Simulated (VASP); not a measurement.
# K (Fm-3m) in VASP: further runs

The runs below take K through single point, with PBEsol.

All numbers are computed with VASP 6.6.1; they aren't measurements. Logs are shortened: lines on timing, memory, paths and dates and some standing lists are left out, and cuts for length are marked.

## 1. The cell of the first run

The structure is cubic, space group Fm-3m (No. 225). The conventional cell has a = 6.904 Å, b = 6.904 Å, c = 6.904 Å, α = 90.00°, β = 90.00°, γ = 90.00°.

This isn't the form of K at room conditions, which is bcc.

## 2. Single point, PBEsol (strained)

INCAR reads:

```
ALGO     = Normal         # electronic algorithm
EDIFF    = 1E-6           # SCF threshold, eV
ENCUT    = 520            # plane-wave cutoff, eV
GGA      = PS             # functional
ISIF     = 2              # what is computed and relaxed
ISMEAR   = 0              # smearing method
LASPH    = T              # aspherical terms in the spheres
LCHARG   = F              # write CHGCAR
LREAL    = F              # projectors in reciprocal space
LWAVE    = F              # write WAVECAR
NBANDS   = 10             # bands
NELM     = 100            # most SCF steps
PREC     = Accurate       # precision mode
SIGMA    = 0.1            # smearing width, eV
```

KPOINTS reads:

```
k-points
0
Gamma
  12 12 12
```

POSCAR reads:

```
K
1.0
    0.0000000000      3.4521124792      3.4521124792
    3.4521124792      0.0000000000      3.4521124792
    3.4521124792      3.4521124792      0.0000000000
K
1
Direct
    0.0000000000      0.0000000000      0.0000000000
```

Potentials or basis: VASP PAW PBE potentials, release 64 (K_sv).

Command:

```
> cat potpaw_PBE.64/K_sv/POTCAR > POTCAR
> mpirun -np 1 vasp_std > vasp.out
```

OUTCAR:

```text
EDIFF = 1E-6
   ENCUT = 520
   GGA = PS
   ISIF = 2
   ISMEAR = 0
   LASPH = T
   LREAL = F
   NELM = 100
   PREC = Accurate

 ion  position               nearest neighbor table
   1  0.000  0.000  0.000-

  LATTYP: Found a face centered cubic cell.
 ALAT       =     6.9042249584

  Lattice vectors:

 A1 = (   0.0000000000,   3.4521124792,   3.4521124792)
 A2 = (   3.4521124792,   0.0000000000,   3.4521124792)
 A3 = (   3.4521124792,   3.4521124792,   0.0000000000)

Analysis of symmetry for initial positions (statically):
=====================================================================
 Subroutine PRICEL returns:
 Original cell was already a primitive cell.

 Routine SETGRP: Setting up the symmetry group for a
 face centered cubic supercell.

 Subroutine GETGRP returns: Found 48 space group operations
 (whereof 48 operations were pure point group operations)
 out of a pool of 48 trial point group operations.

The static configuration has the point symmetry O_h .

Analysis of symmetry for dynamics (positions and initial velocities):
=====================================================================
 Subroutine PRICEL returns:
 Original cell was already a primitive cell.

 Routine SETGRP: Setting up the symmetry group for a
 face centered cubic supercell.

 Subroutine GETGRP returns: Found 48 space group operations
 (whereof 48 operations were pure point group operations)
 out of a pool of 48 trial point group operations.

The dynamic configuration has the point symmetry O_h .

 Subroutine INISYM returns: Found 48 space group operations
 (whereof 48 operations are pure point group operations),
 and found     1 'primitive' translations

----------------------------------------------------------------------------------------

                                     Primitive cell

  volume of cell :      82.2782

  direct lattice vectors                    reciprocal lattice vectors
     0.000000000  3.452112479  3.452112479    -0.144838850  0.144838850  0.144838850
     3.452112479  0.000000000  3.452112479     0.144838850 -0.144838850  0.144838850
     3.452112479  3.452112479  0.000000000     0.144838850  0.144838850 -0.144838850

  length of vectors
     4.882024287  4.882024287  4.882024287     0.250868246  0.250868246  0.250868246

  position of ions in fractional coordinates (direct lattice)
     0.000000000  0.000000000  0.000000000

  ion indices of the primitive-cell ions
   primitive index   ion index
                 1           1

----------------------------------------------------------------------------------------

 KPOINTS: k-points

Automatic generation of k-mesh.
 Grid dimensions read from file:
 generate k-points for:   12   12   12

 Generating k-lattice:

  Cartesian coordinates                     Fractional coordinates (reciprocal lattice)
    -0.012069904  0.012069904  0.012069904     0.083333333  0.000000000  0.000000000
     0.012069904 -0.012069904  0.012069904     0.000000000  0.083333333  0.000000000
     0.012069904  0.012069904 -0.012069904     0.000000000  0.000000000  0.083333333

  Length of vectors
     0.020905687  0.020905687  0.020905687

  Shift w.r.t. Gamma in fractional coordinates (k-lattice)
     0.000000000  0.000000000  0.000000000

 Subroutine IBZKPT returns following result:
 ===========================================

 Found     72 irreducible k-points:

 Following reciprocal coordinates:
            Coordinates               Weight
  0.000000  0.000000  0.000000      1.000000
  0.083333  0.000000  0.000000      8.000000
  0.166667  0.000000  0.000000      8.000000
  0.250000  0.000000  0.000000      8.000000
  0.333333  0.000000  0.000000      8.000000
  0.416667  0.000000  0.000000      8.000000
[... 16 lines left out ...]
  0.500000  0.166667  0.000000     24.000000
 -0.416667  0.166667  0.000000     24.000000
 [... further k-points ...]
   k-points           NKPTS =     72   k-points in BZ     NKDIM =     72   number of bands    NBANDS=     10
   number of dos      NEDOS =    301   number of ions     NIONS =      1
   total plane-waves  NPLWV =  46656
   dimension x,y,z NGX =    36 NGY =   36 NGZ =   36
   dimension x,y,z NGXF=    72 NGYF=   72 NGZF=   72
   ions per type =               1
   NGX,Y,Z   is equivalent  to a cutoff of  12.26, 12.26, 12.26 a.u.
   NGXF,Y,Z  is equivalent  to a cutoff of  24.52, 24.52, 24.52 a.u.
 SYSTEM =  unknown system
   PREC   = accura    normal or accurate (medium, high low for compatibility)
   ISTART =      0    job   : 0-new  1-cont  2-samecut
   ICHARG =      2    charge: 1-file 2-atom 10-const
   ISPIN  =      1    spin polarized calculation?
   LNONCOLLINEAR =      F non collinear calculations
   LSORBIT =      F    spin-orbit coupling
   LASPH  =      T    aspherical Exc in radial PAW
   ENCUT  =  520.0 eV  38.22 Ry    6.18 a.u.   9.08  9.08  9.08*2*pi/ulx,y,z
   NELM   =    100;   NELMIN=  2; NELMDL= -5     # of ELM steps
   EDIFF  = 0.1E-05   stopping-criterion for ELM
   LREAL  =      F    real-space projection
   EDIFFG = 0.1E-04   stopping-criterion for IOM
   NSW    =      0    number of steps for IOM
   IBRION =     -1    ionic relax: 0-MD 1-quasi-New 2-CG
   NFREE  =      0    steps in history (QN), initial steepest desc. (CG)
   ISIF   =      2    stress and relaxation
   ISYM   =      2    0-nonsym 1-usesym 2-fastsym
   POTIM  = 0.5000    time-step for ionic-motion
   TEBEG  =    0.0;   TEEND  =   0.0 temperature during run
   PSTRESS=    0.0 pullay stress
   NELECT =       9.0000    total number of electrons
   NUPDOWN=      -1.0000    fix difference up-down
   EMIN   =  10.00;   EMAX   =-10.00  energy-range for DOS
   EFERMI =   0.00;   METHOD = LEGACY
   ISMEAR =     0;   SIGMA  =   0.10  broadening in eV -4-tet -1-fermi 0-gaus
   EFERMI_NEDOS =   21; number of points for ismear=-14 and -15
   IALGO  =     38    algorithm
   IMIX   =      4    mixing-type and parameters
     AMIX     =   0.40;   BMIX     =  1.00
     AMIX_MAG =   1.60;   BMIX_MAG =  1.00
  volume/ion in A,a.u.               =      82.28       555.24
  Fermi-wavevector in a.u.,A,eV,Ry     =   0.782938  1.479538  8.340262  0.612992
  Thomas-Fermi vector in A             =   1.886764
   LORBIT       =      0    0 simple, 1 ext, 2 COOP (PROOUT), +10 PAW based schemes
   GGA     = PS    functional components
   LHFCALC =     F    Hartree Fock is set to
   AEXX    =    0.0000 exact exchange contribution
   IVDW    =     0    specifies the selected vdW correction
   LEPSILON=     F    determine dielectric tensor
   LRPA    =     F    only Hartree local field effects (RPA)
 non-spin polarized calculation
 Gauss-broadening in eV      SIGMA  =   0.10
  energy-cutoff  :      520.00
  volume of cell :       82.28
 maximum number of plane-waves:      2252
   NGX = 19   NGY = 19   NGZ = 19

 number of electron       9.0000000 magnetization

 Free energy of the ion-electron system (eV)
  ---------------------------------------------------
  ext. energy  EPLUGINS =         0.00000000
  ---------------------------------------------------
  free energy    TOTEN  =        -1.12029221 eV

  energy without entropy =       -1.11631435  energy(sigma->0) =       -1.11830328

 E-fermi :  -0.4044     XC(G=0):  -5.4251

 val. band max:       -0.4605055963   @ k =   0.5000   0.2500   0.0833
 cond. band min:      -0.3881545717   @ k =  -0.4167   0.0833   0.0000
 fundamental gap:      0.0723510246
 Fermi energy:        -0.4043937507

 k-point     1 :       0.0000    0.0000    0.0000
  band No.  band energies     occupation
      1     -32.4595      2.00000
      2     -15.9758      2.00000
      3     -15.9758      2.00000
      4     -15.9758      2.00000
      5      -2.3936      2.00000
      6       3.7115      0.00000
      7       3.7115      0.00000
      8       3.7115      0.00000
      9       4.8904      0.00000
     10       4.8904      0.00000

 k-point     2 :       0.0833    0.0000    0.0000
  band No.  band energies     occupation
      1     -32.4593      2.00000
      2     -15.9788      2.00000
      3     -15.9762      2.00000
      4     -15.9762      2.00000
      5      -2.3190      2.00000
      6       3.4823      0.00000
      7       3.7394      0.00000
      8       3.7394      0.00000
      9       4.8175      0.00000
     10       4.8175      0.00000

 k-point     3 :       0.1667    0.0000    0.0000
  band No.  band energies     occupation
      1     -32.4590      2.00000
      2     -15.9870      2.00000
      3     -15.9774      2.00000
      4     -15.9774      2.00000
      5      -2.0978      2.00000
      6       2.9414      0.00000
      7       3.7863      0.00000
      8       3.7863      0.00000
      9       4.7055      0.00000
     10       4.7055      0.00000

 k-point     4 :       0.2500    0.0000    0.0000
  band No.  band energies     occupation
      1     -32.4584      2.00000
      2     -15.9982      2.00000
      3     -15.9790      2.00000
      4     -15.9790      2.00000
      5      -1.7381      2.00000
      6       2.2613      0.00000
      7       3.7566      0.00000
      8       3.7566      0.00000
      9       4.7560      0.00000
     10       4.7560      0.00000
[... 222 lines left out ...]
 k-point    22 :       0.4167    0.1667    0.0000
  band No.  band energies     occupation
      1     -32.4574      2.00000
      2     -16.0111      2.00000
      3     -15.9863      2.00000
      4     -15.9847      2.00000
      5      -0.8269      2.00000
      6       1.4167      0.00000
      7       2.9289      0.00000
      8       3.6686      0.00000
      9       4.4245      0.00000
     10       5.5310      0.00000

 k-point    23 :       0.5000    0.1667    0.0000
  band No.  band energies     occupation
      1     -32.4572      2.00000
      2     -16.0159      2.00000
      3     -15.9887      2.00000
      4     -15.9847      2.00000
      5      -0.2150      0.00739
      6       0.7034      0.00000
      7       2.7940      0.00000
      8       3.6262      0.00000
      9       4.5320      0.00000
     10       5.5502      0.00000

 k-point    24 :      -0.4167    0.1667    0.0000
  band No.  band energies     occupation
      1     -32.4571      2.00000
      2     -16.0163      2.00000
      3     -15.9901      2.00000
      4     -15.9838      2.00000
      5       0.0035      0.00000
      6       0.4737      0.00000
      7       2.7083      0.00000
      8       3.6380      0.00000
      9       4.6944      0.00000
     10       5.3453      0.00000

 [... further k-points ...]

------------------------ aborting loop because EDIFF is reached ----------------------------------------

  FORCE on cell =-STRESS in cart. coord.  units (eV):
  Direction    XX          YY          ZZ          XY          YZ          ZX
  --------------------------------------------------------------------------------------
  -------------------------------------------------------------------------------------
  Total       -0.2162329     -0.2162329     -0.2162329     -0.0000000      0.0000000      0.0000000
  in kB       -4.2106349     -4.2106349     -4.2106349     -0.0000000      0.0000000      0.0000000
  external PRESSURE =      -4.2106349 kB  Pullay stress =       0.0000000 kB

 VOLUME and BASIS-vectors are now :
 -----------------------------------------------------------------------------
  energy-cutoff  :      520.00
  volume of cell :       82.28
      direct lattice vectors                 reciprocal lattice vectors
     0.000000000  3.452112479  3.452112479    -0.144838850  0.144838850  0.144838850
     3.452112479  0.000000000  3.452112479     0.144838850 -0.144838850  0.144838850
     3.452112479  3.452112479  0.000000000     0.144838850  0.144838850 -0.144838850

 POSITION                                       TOTAL-FORCE (eV/Angst)
 -----------------------------------------------------------------------------------
      0.00000      0.00000      0.00000         0.000000     -0.000000     -0.000000
 -----------------------------------------------------------------------------------
    total drift:                               -0.000000      0.000000      0.000000

  FREE ENERGIE OF THE ION-ELECTRON SYSTEM (eV)
  ---------------------------------------------------
  free  energy   TOTEN  =        -1.1202922103 eV

  energy  without entropy=       -1.1163143514  energy(sigma->0) =       -1.11830328
```

Wall time 52 s (1 thread of Intel Xeon 8259CL, shared host); peak memory 0.23 GiB.

What came out:

| Quantity | Value |
| --- | --- |
| Free energy | -1.1203 eV |
| Pressure | -0.4 GPa |
| Band gap on the k mesh | zero (an odd number of electrons rules out a gap without spin polarisation) |

Caveat: the cell differs from its parent crystal (strained); the PAW data sets were made with another functional, which shifts forces and pressure a little.

## 3. Single point, PBEsol

This run uses another cell than the first one, of 78.05 Å³/atom.

INCAR reads:

```
PREC = Accurate
ENCUT = 500
EDIFF = 1E-6
ISMEAR = 0
SIGMA = 0.1
LREAL = False
LASPH = True
NELM = 120
ALGO = Normal
ISIF = 2
LWAVE = False
LCHARG = True
GGA = PS
LELF = True
LVHAR = True
NBANDS = 10
GGA_COMPAT = False
```

KPOINTS reads:

```
regular mesh
0
Gamma
  6 6 6
```

POSCAR reads:

```
K
1.0
    0.0000000000      3.3918728180      3.3918728180
    3.3918728180      0.0000000000      3.3918728180
    3.3918728180      3.3918728180      0.0000000000
K
1
Direct
    0.0000000000      0.0000000000      0.0000000000
```

Potentials or basis: VASP PAW PBE potentials, release 64 (K_sv).

Command:

```
> cat potpaw_PBE.64/K_sv/POTCAR > POTCAR
> mpirun -np 1 vasp_std > vasp.out
```

Run time: 6.4 s. Hardware: 1 thread of Intel Xeon 6975P-C (Granite Rapids), shared host; peak memory 0.19 GiB.

It converged, with:

```
Free energy            : -1.1220 eV
Pressure               : -0.3 GPa
Band gap on the k mesh : zero (an odd number of electrons rules out a gap without spin polarisation)
```

Levels at points of the mesh, in eV from the Fermi level:
| k point | band 1 | band 2 | band 3 | band 4 | band 5 | band 6 | band 7 | band 8 | band 9 | band 10 |
| --- | --- | --- | --- | --- | --- | --- | --- | --- | --- | --- |
| (0.00, 0.00, 0.00) | -31.93 | -15.45 | -15.45 | -15.45 | -1.98 | 4.25 | 4.25 | 4.25 | 5.47 | 5.47 |
| (0.50, 0.00, 0.00) | -31.93 | -15.50 | -15.45 | -15.45 | 0.42 | 0.63 | 4.04 | 4.04 | 6.04 | 6.23 |
| (0.50, 0.50, 0.00) | -31.93 | -15.50 | -15.47 | -15.47 | 1.02 | 1.41 | 2.44 | 4.81 | 4.81 | 5.41 |

Caveat: the PAW data sets were made with another functional, which shifts forces and pressure a little.

## 4. Single point, PBEsol (strained)

INCAR reads:

```
PREC = Accurate
ENCUT = 520
EDIFF = 1E-6
ISMEAR = 0
SIGMA = 0.1
LREAL = False
LASPH = True
NELM = 80
ALGO = Normal
ISIF = 2
LWAVE = False
LCHARG = False
GGA = PS
NBANDS = 10
```

KPOINTS reads:

```
Automatic mesh
0
Gamma
  12 12 12
```

POSCAR reads:

```
K
1.0
    0.0000000000      3.2869961105      3.2869961105
    3.2869961105      0.0000000000      3.2869961105
    3.2869961105      3.2869961105      0.0000000000
K
1
Direct
    0.0000000000      0.0000000000      0.0000000000
```

Command:

```
> cat potpaw_PBE.64/K_sv/POTCAR > POTCAR
> mpirun -np 1 vasp_std > vasp.out
```

It took 22 s on 1 thread of AMD EPYC 9R45 (Zen 5), shared host; peak memory 0.19 GiB.

It converged, with:

| Item | Value |
| --- | --- |
| Free energy | -1.1362 eV |
| Pressure | 0.0 GPa |
| Band gap on the k mesh | zero (an odd number of electrons rules out a gap without spin polarisation) |

Levels at points of the mesh, in eV from the Fermi level:
```
           k point  band 1  band 2  band 3  band 4  band 5  band 6  band 7  band 8  band 9  band 10
(0.00, 0.00, 0.00)  -31.95  -15.46  -15.46  -15.46   -2.19    4.26    4.26    4.26    5.55     5.55
(0.50, 0.00, 0.00)  -31.94  -15.53  -15.47  -15.47    0.34    0.58    4.05    4.05    6.30     6.37
(0.50, 0.50, 0.00)  -31.94  -15.53  -15.48  -15.48    0.92    1.43    2.35    5.06    5.06     5.80
```

Caveat: the cell differs from its parent crystal (strained); the PAW data sets were made with another functional, which shifts forces and pressure a little.

## 5. The runs side by side

```tsv
cell	k mesh	cutoff (eV)	gap on the mesh (eV)	pressure (GPa)
a = 4.882 Å, angles 60.0°, 1 atom	12 × 12 × 12	520	none	-0.4
a = 4.797 Å, angles 60.0°, 1 atom	6 × 6 × 6	500	none	-0.3
a = 4.649 Å, angles 60.0°, 1 atom	12 × 12 × 12	520	none	0.0
```

Alike in all rows: task single point; level PBEsol; potentials or basis VASP PAW PBE potentials, release 64 (K_sv); no spin polarisation; smearing gaussian 0.1 eV.

Caveats: the PAW data sets were made with another functional, which shifts forces and pressure a little.

Total energies depend on the potentials used, so only differences within one code and one set of settings carry meaning.
